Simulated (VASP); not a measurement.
Wanted: the native input for a VASP 6.6.1 run.

* Task: single point
* Functional: PBE
* Potentials or basis: VASP PAW PBE potentials, release 64 (Ge_d)
* Cutoff: 520 eV
* k mesh: 12 × 12 × 1
* Occupations: gaussian, width 0.1 eV
* Spin: no spin polarisation
* Dipole correction: yes
* Further INCAR settings: ALGO = Normal; EDIFF = 1e-06; NBANDS = 21

The structure of Ge lies in POSCAR:

```
Ge
1.0
    3.8560000000      0.0000000000      0.0000000000
   -1.9280000000      3.3393939570      0.0000000000
    0.0000000000      0.0000000000     28.0000000000
Ge
2
Direct
    0.3333333333      0.6666666667      0.5129821429
    0.6666666667      0.3333333333      0.4870178571
```

These files were run (other wordings do the same):

INCAR

```
PREC = Accurate ; ENCUT = 520
EDIFF = 1E-6 ; ISMEAR = 0
SIGMA = 0.1 ; LREAL = F
LASPH = T ; NELM = 100
ALGO = Normal ; ISIF = 2
LWAVE = F ; LCHARG = F
LDIPOL = T ; IDIPOL = 3
DIPOL = 0.5 0.5 0.500 ; GGA = PE
NBANDS = 21
```

KPOINTS

```
regular mesh
0
Gamma
  12 12 1
```

Potentials or basis: VASP PAW PBE potentials, release 64 (Ge_d).

The run is started by

```bash
$ cat potpaw_PBE.64/Ge_d/POTCAR > POTCAR
$ mpirun -np 1 vasp_std > vasp.out
```

Results of the run:

- Largest force: 0.169 eV/Å
- Band gap on the k mesh: zero (filled and empty bands touch)

It took 120 s on 1 thread of AMD EPYC 9R45 96-Core Processor (Zen 5) (shared host), peak memory 0.45 GiB.
